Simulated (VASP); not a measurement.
# ZnSe (F-43m) in VASP: a series of runs

ZnSe is run at these levels: PBEsol; tasks: single point.

Program: VASP 6.6.1. These are calculated values, not measurements. Logs are shortened: lines on timing, memory, paths and dates and some standing lists are left out, and cuts for length are marked.

### 1 The cell of the first run

It takes space group F-43m (No. 216, cubic). Conventional cell: a = 5.341 Å, b = 5.341 Å, c = 5.341 Å, α = 90.00°, β = 90.00°, γ = 90.00°. Within 3.1 Å of Zn (site symmetry -43m) lie 4 Se at 2.31 Å. Within 3.1 Å of Se (site symmetry -43m) lie 4 Zn at 2.31 Å.

### 2 Single point, PBEsol

INCAR reads:

```
SYSTEM = ZnSe
PREC = Accurate
ENCUT = 520
EDIFF = 1E-7
ISMEAR = 0
SIGMA = 0.01
LREAL = .FALSE.
LASPH = .TRUE.
NELM = 80
ALGO = Normal
ISIF = 2
LWAVE = .FALSE.
LCHARG = .FALSE.
GGA = PS
NBANDS = 16
```

KPOINTS reads:

```
Automatic mesh
0
G
  8 8 8
  0 0 0
```

POSCAR reads:

```
ZnSe
1.0
    0.0000000000      2.6705529421      2.6705529421
    2.6705529421      0.0000000000      2.6705529421
    2.6705529421      2.6705529421      0.0000000000
Zn Se
1 1
Direct
    0.0000000000      0.0000000000      0.0000000000
    0.7500000000      0.7500000000      0.7500000000
```

Potentials or basis: VASP PAW PBE potentials, release 64 (Zn, Se).

Launch:

```bash
cat potpaw_PBE.64/Zn/POTCAR potpaw_PBE.64/Se/POTCAR > POTCAR
mpirun -np 1 vasp_std > vasp.out
```

OUTCAR:

```text
SYSTEM = ZnSe
   PREC = Accurate
   ENCUT = 520
   EDIFF = 1E-7
   ISMEAR = 0
   LREAL = .FALSE.
   LASPH = .TRUE.
   NELM = 80
   ISIF = 2
   GGA = PS

 ion  position               nearest neighbor table
   1  0.000  0.000  0.000-   2 2.31   2 2.31   2 2.31   2 2.31
   2  0.750  0.750  0.750-   1 2.31   1 2.31   1 2.31   1 2.31

  LATTYP: Found a face centered cubic cell.
 ALAT       =     5.3411058842

  Lattice vectors:

 A1 = (   0.0000000000,   2.6705529421,   2.6705529421)
 A2 = (   2.6705529421,   0.0000000000,   2.6705529421)
 A3 = (   2.6705529421,   2.6705529421,   0.0000000000)

Analysis of symmetry for initial positions (statically):
=====================================================================
 Subroutine PRICEL returns:
 Original cell was already a primitive cell.

 Routine SETGRP: Setting up the symmetry group for a
 face centered cubic supercell.

 Subroutine GETGRP returns: Found 24 space group operations
 (whereof 24 operations were pure point group operations)
 out of a pool of 48 trial point group operations.

The static configuration has the point symmetry T_d .

Analysis of symmetry for dynamics (positions and initial velocities):
=====================================================================
 Subroutine PRICEL returns:
 Original cell was already a primitive cell.

 Routine SETGRP: Setting up the symmetry group for a
 face centered cubic supercell.

 Subroutine GETGRP returns: Found 24 space group operations
 (whereof 24 operations were pure point group operations)
 out of a pool of 48 trial point group operations.

The dynamic configuration has the point symmetry T_d .

 Subroutine INISYM returns: Found 24 space group operations
 (whereof 24 operations are pure point group operations),
 and found     1 'primitive' translations

----------------------------------------------------------------------------------------

                                     Primitive cell

  volume of cell :      38.0920

  direct lattice vectors                    reciprocal lattice vectors
     0.000000000  2.670552942  2.670552942    -0.187227144  0.187227144  0.187227144
     2.670552942  0.000000000  2.670552942     0.187227144 -0.187227144  0.187227144
     2.670552942  2.670552942  0.000000000     0.187227144  0.187227144 -0.187227144

  length of vectors
     3.776732190  3.776732190  3.776732190     0.324286926  0.324286926  0.324286926

  position of ions in fractional coordinates (direct lattice)
     0.000000000  0.000000000  0.000000000
     0.750000000  0.750000000  0.750000000

  ion indices of the primitive-cell ions
   primitive index   ion index
                 1           1
                 2           2

----------------------------------------------------------------------------------------

 KPOINTS: Automatic mesh

Automatic generation of k-mesh.
 Grid dimensions read from file:
 generate k-points for:    8    8    8

 Generating k-lattice:

  Cartesian coordinates                     Fractional coordinates (reciprocal lattice)
    -0.023403393  0.023403393  0.023403393     0.125000000  0.000000000  0.000000000
     0.023403393 -0.023403393  0.023403393     0.000000000  0.125000000  0.000000000
     0.023403393  0.023403393 -0.023403393     0.000000000  0.000000000  0.125000000

  Length of vectors
     0.040535866  0.040535866  0.040535866

  Shift w.r.t. Gamma in fractional coordinates (k-lattice)
     0.000000000  0.000000000  0.000000000

 Subroutine IBZKPT returns following result:
 ===========================================

 Found     29 irreducible k-points:

 Following reciprocal coordinates:
            Coordinates               Weight
  0.000000  0.000000  0.000000      1.000000
  0.125000  0.000000  0.000000      8.000000
  0.250000  0.000000  0.000000      8.000000
  0.375000  0.000000  0.000000      8.000000
  0.500000  0.000000  0.000000      4.000000
  0.125000  0.125000  0.000000      6.000000
[... 16 lines left out ...]
  0.500000  0.250000  0.125000     48.000000
 -0.375000  0.250000  0.125000     24.000000
 [... further k-points ...]
   k-points           NKPTS =     29   k-points in BZ     NKDIM =     29   number of bands    NBANDS=     16
   number of dos      NEDOS =    301   number of ions     NIONS =      2
   total plane-waves  NPLWV =  21952
   dimension x,y,z NGX =    28 NGY =   28 NGZ =   28
   dimension x,y,z NGXF=    56 NGYF=   56 NGZF=   56
   ions per type =               1   1
   NGX,Y,Z   is equivalent  to a cutoff of  12.33, 12.33, 12.33 a.u.
   NGXF,Y,Z  is equivalent  to a cutoff of  24.65, 24.65, 24.65 a.u.
 SYSTEM =  ZnSe
   PREC   = accura    normal or accurate (medium, high low for compatibility)
   ISTART =      0    job   : 0-new  1-cont  2-samecut
   ICHARG =      2    charge: 1-file 2-atom 10-const
   ISPIN  =      1    spin polarized calculation?
   LNONCOLLINEAR =      F non collinear calculations
   LSORBIT =      F    spin-orbit coupling
   LASPH  =      T    aspherical Exc in radial PAW
   ENCUT  =  520.0 eV  38.22 Ry    6.18 a.u.   7.02  7.02  7.02*2*pi/ulx,y,z
   NELM   =     80;   NELMIN=  2; NELMDL= -5     # of ELM steps
   EDIFF  = 0.1E-06   stopping-criterion for ELM
   LREAL  =      F    real-space projection
   EDIFFG = 0.1E-05   stopping-criterion for IOM
   NSW    =      0    number of steps for IOM
   IBRION =     -1    ionic relax: 0-MD 1-quasi-New 2-CG
   NFREE  =      0    steps in history (QN), initial steepest desc. (CG)
   ISIF   =      2    stress and relaxation
   ISYM   =      2    0-nonsym 1-usesym 2-fastsym
   POTIM  = 0.5000    time-step for ionic-motion
   TEBEG  =    0.0;   TEEND  =   0.0 temperature during run
   PSTRESS=    0.0 pullay stress
   NELECT =      18.0000    total number of electrons
   NUPDOWN=      -1.0000    fix difference up-down
   EMIN   =  10.00;   EMAX   =-10.00  energy-range for DOS
   EFERMI =   0.00;   METHOD = LEGACY
   ISMEAR =     0;   SIGMA  =   0.01  broadening in eV -4-tet -1-fermi 0-gaus
   EFERMI_NEDOS =   21; number of points for ismear=-14 and -15
   IALGO  =     38    algorithm
   IMIX   =      4    mixing-type and parameters
     AMIX     =   0.40;   BMIX     =  1.00
     AMIX_MAG =   1.60;   BMIX_MAG =  1.00
  volume/ion in A,a.u.               =      19.05       128.53
  Fermi-wavevector in a.u.,A,eV,Ry     =   1.275130  2.409646 22.122483  1.625957
  Thomas-Fermi vector in A             =   2.407859
   LORBIT       =      0    0 simple, 1 ext, 2 COOP (PROOUT), +10 PAW based schemes
   GGA     = PS    functional components
   LHFCALC =     F    Hartree Fock is set to
   AEXX    =    0.0000 exact exchange contribution
   IVDW    =     0    specifies the selected vdW correction
   LEPSILON=     F    determine dielectric tensor
   LRPA    =     F    only Hartree local field effects (RPA)
 non-spin polarized calculation
 Gauss-broadening in eV      SIGMA  =   0.01
  energy-cutoff  :      520.00
  volume of cell :       38.09
 maximum number of plane-waves:      1036
   NGX = 13   NGY = 13   NGZ = 13

 number of electron      18.0000019 magnetization

 Free energy of the ion-electron system (eV)
  ---------------------------------------------------
  ext. energy  EPLUGINS =         0.00000000
  ---------------------------------------------------
  free energy    TOTEN  =        -6.49150428 eV

  energy without entropy =       -6.49150428  energy(sigma->0) =       -6.49150428

 E-fermi :   3.2682     XC(G=0): -10.3595

 val. band max:        3.1907572400   @ k =   0.0000   0.0000   0.0000
 cond. band min:       5.1164678329   @ k =   0.0000   0.0000   0.0000
 fundamental gap:      1.9257105929
 Fermi energy:         3.2682047645

 k-point     1 :       0.0000    0.0000    0.0000
  band No.  band energies     occupation
      1     -11.4213      2.00000
      2      -4.2002      2.00000
      3      -4.2002      2.00000
      4      -4.2002      2.00000
      5      -3.6466      2.00000
      6      -3.6466      2.00000
[... 8 lines left out ...]
     15      14.9814      0.00000
     16      14.9814      0.00000

 k-point     2 :       0.1250    0.0000    0.0000
  band No.  band energies     occupation
      1     -11.2817      2.00000
      2      -4.2088      2.00000
      3      -4.1770      2.00000
      4      -4.1770      2.00000
      5      -3.6494      2.00000
      6      -3.6494      2.00000
[... 8 lines left out ...]
     15      13.9861      0.00000
     16      14.4645      0.00000

 k-point     3 :       0.2500    0.0000    0.0000
  band No.  band energies     occupation
      1     -10.9117      2.00000
      2      -4.1881      2.00000
      3      -4.1265      2.00000
      4      -4.1265      2.00000
      5      -3.6479      2.00000
      6      -3.6479      2.00000
[... 8 lines left out ...]
     15      13.7445      0.00000
     16      14.0056      0.00000

 k-point     4 :       0.3750    0.0000    0.0000
  band No.  band energies     occupation
      1     -10.4797      2.00000
      2      -4.0873      2.00000
      3      -4.0873      2.00000
      4      -3.9975      2.00000
      5      -3.6305      2.00000
      6      -3.6305      2.00000
[... 8 lines left out ...]
     15      15.1251      0.00000
     16      15.1251      0.00000

 k-point     5 :       0.5000    0.0000    0.0000
  band No.  band energies     occupation
      1     -10.2757      2.00000
      2      -4.0753      2.00000
      3      -4.0753      2.00000
      4      -3.6176      2.00000
      5      -3.6176      2.00000
      6      -3.4671      2.00000
[... 8 lines left out ...]
     15      16.9694      0.00000
     16      16.9694      0.00000

 k-point     6 :       0.1250    0.1250    0.0000
  band No.  band energies     occupation
      1     -11.2350      2.00000
      2      -4.2332      2.00000
      3      -4.1579      2.00000
      4      -4.1579      2.00000
      5      -3.6664      2.00000
      6      -3.6355      2.00000
[... 8 lines left out ...]
     15      15.1012      0.00000
     16      15.2188      0.00000

 k-point     7 :       0.2500    0.1250    0.0000
  band No.  band energies     occupation
      1     -10.9404      2.00000
      2      -4.2424      2.00000
      3      -4.1066      2.00000
      4      -4.1045      2.00000
      5      -3.6767      2.00000
      6      -3.6259      2.00000
[... 8 lines left out ...]
     15      15.0085      0.00000
     16      15.7163      0.00000

 k-point     8 :       0.3750    0.1250    0.0000
  band No.  band energies     occupation
      1     -10.5212      2.00000
      2      -4.1580      2.00000
      3      -4.0570      2.00000
      4      -4.0310      2.00000
      5      -3.6502      2.00000
      6      -3.6143      2.00000
[... 8 lines left out ...]
     15      15.3301      0.00000
     16      15.9634      0.00000

 k-point     9 :       0.5000    0.1250    0.0000
  band No.  band energies     occupation
      1     -10.2263      2.00000
      2      -4.0859      2.00000
      3      -4.0405      2.00000
      4      -3.7597      2.00000
      5      -3.6147      2.00000
      6      -3.4981      2.00000
[... 8 lines left out ...]
     15      16.4364      0.00000
     16      16.9826      0.00000
[... 172 lines left out ...]
 k-point    19 :       0.5000    0.3750    0.0000
  band No.  band energies     occupation
      1      -9.9474      2.00000
      2      -4.2784      2.00000
      3      -3.8574      2.00000
      4      -3.8383      2.00000
      5      -3.5849      2.00000
      6      -3.4379      2.00000
[... 8 lines left out ...]
     15      17.5038      0.00000
     16      18.6831      0.00000

 k-point    20 :      -0.3750    0.3750    0.0000
  band No.  band energies     occupation
      1      -9.9093      2.00000
      2      -4.1680      2.00000
      3      -3.8886      2.00000
      4      -3.7692      2.00000
      5      -3.6154      2.00000
      6      -3.2448      2.00000
[... 8 lines left out ...]
     15      15.6070      0.00000
     16      19.9486      0.00000

 k-point    21 :       0.5000    0.5000    0.0000
  band No.  band energies     occupation
      1      -9.8794      2.00000
      2      -4.3355      2.00000
      3      -3.8188      2.00000
      4      -3.8188      2.00000
      5      -3.5709      2.00000
      6      -3.4032      2.00000
[... 8 lines left out ...]
     15      17.6503      0.00000
     16      18.3825      0.00000

 k-point    22 :       0.3750    0.2500    0.1250
  band No.  band energies     occupation
      1     -10.6172      2.00000
      2      -4.2237      2.00000
      3      -4.0597      2.00000
      4      -4.0325      2.00000
      5      -3.6765      2.00000
      6      -3.6085      2.00000
[... 8 lines left out ...]
     15      16.0355      0.00000
     16      17.4870      0.00000

 k-point    23 :       0.5000    0.2500    0.1250
  band No.  band energies     occupation
      1     -10.2511      2.00000
      2      -4.1103      2.00000
      3      -4.0310      2.00000
      4      -3.9034      2.00000
      5      -3.6353      2.00000
      6      -3.5767      2.00000
[... 8 lines left out ...]
     15      16.4909      0.00000
     16      17.5096      0.00000

 k-point    24 :      -0.3750    0.2500    0.1250
  band No.  band energies     occupation
      1     -10.0834      2.00000
      2      -4.0788      2.00000
      3      -4.0040      2.00000
      4      -3.7323      2.00000
      5      -3.6411      2.00000
      6      -3.3496      2.00000
[... 8 lines left out ...]
     15      16.3970      0.00000
     16      17.5403      0.00000

 [... further k-points ...]
[... 5 lines left out ...]
  --------------------------------------------------------------------------------------
  -------------------------------------------------------------------------------------
  Total        3.6832290      3.6832290      3.6832290      0.0000000     -0.0000000      0.0000000
  in kB      154.9193743    154.9193743    154.9193743      0.0000000     -0.0000000      0.0000000
  external PRESSURE =     154.9193743 kB  Pullay stress =       0.0000000 kB

 VOLUME and BASIS-vectors are now :
 -----------------------------------------------------------------------------
  energy-cutoff  :      520.00
  volume of cell :       38.09
      direct lattice vectors                 reciprocal lattice vectors
     0.000000000  2.670552942  2.670552942    -0.187227144  0.187227144  0.187227144
     2.670552942  0.000000000  2.670552942     0.187227144 -0.187227144  0.187227144
     2.670552942  2.670552942  0.000000000     0.187227144  0.187227144 -0.187227144

 POSITION                                       TOTAL-FORCE (eV/Angst)
 -----------------------------------------------------------------------------------
      0.00000      0.00000      0.00000        -0.000000     -0.000000     -0.000000
      4.00583      4.00583      4.00583         0.000000      0.000000      0.000000
 -----------------------------------------------------------------------------------
    total drift:                               -0.000002     -0.000002     -0.000002

  FREE ENERGIE OF THE ION-ELECTRON SYSTEM (eV)
  ---------------------------------------------------
  free  energy   TOTEN  =        -6.4915042792 eV

  energy  without entropy=       -6.4915042792  energy(sigma->0) =       -6.49150428
```

Wall time 12 s (1 thread of AMD EPYC 7R13, shared host); peak memory 0.16 GiB.

Results:

| Quantity | Value |
| --- | --- |
| Free energy | -6.4915 eV |
| Pressure | 15.5 GPa |
| Band gap on the k mesh | 1.93 eV, direct |

Caveat: the PAW data sets were made with another functional, which shifts forces and pressure a little.

### 3 Single point, PBEsol

This run uses another cell than the first one, of 19.86 Å³/atom, 1.043 times its volume.

INCAR: that of step 2 with these lines changed.

```diff
@@ -8,3 +8,3 @@
 LASPH = .TRUE.
-NELM = 80
+NELM = 60
 ALGO = Normal
```

KPOINTS reads:

```
regular mesh
0
G
  8 8 8
  0 0 0
```

POSCAR reads:

```
ZnSe
1.0
    0.0000000000      2.7082940149      2.7082940149
    2.7082940149      0.0000000000      2.7082940149
    2.7082940149      2.7082940149      0.0000000000
Zn Se
1 1
Direct
    0.0000000000      0.0000000000      0.0000000000
    0.7500000000      0.7500000000      0.7500000000
```

Potentials or basis: VASP PAW PBE potentials, release 64 (Zn, Se).

Launch:

```bash
cat potpaw_PBE.64/Zn/POTCAR potpaw_PBE.64/Se/POTCAR > POTCAR
mpirun -np 1 vasp_std > vasp.out
```

Wall time 13 s (1 thread of AMD EPYC 7R13, shared host); peak memory 0.16 GiB.

Results (log left out):

| Quantity | Value |
| --- | --- |
| Free energy | -6.6231 eV |
| Pressure | 10.5 GPa |
| Band gap on the k mesh | 1.74 eV, direct |

Levels at points of the mesh, in eV from the valence-band top:
```tsv
k point	band 7	band 8	band 9	band 10	band 11	band 12
(0.00, 0.00, 0.00)	0.00	0.00	0.00	1.74	5.65	5.65
(0.50, 0.00, 0.00)	-6.23	-1.10	-1.10	2.67	6.24	6.24
(0.50, 0.50, 0.00)	-5.41	-2.75	-2.75	2.49	3.29	11.70
```

Caveat: the PAW data sets were made with another functional, which shifts forces and pressure a little. As with any semilocal functional, this PBEsol gap is likely too small.

[end of part 1 of 2]
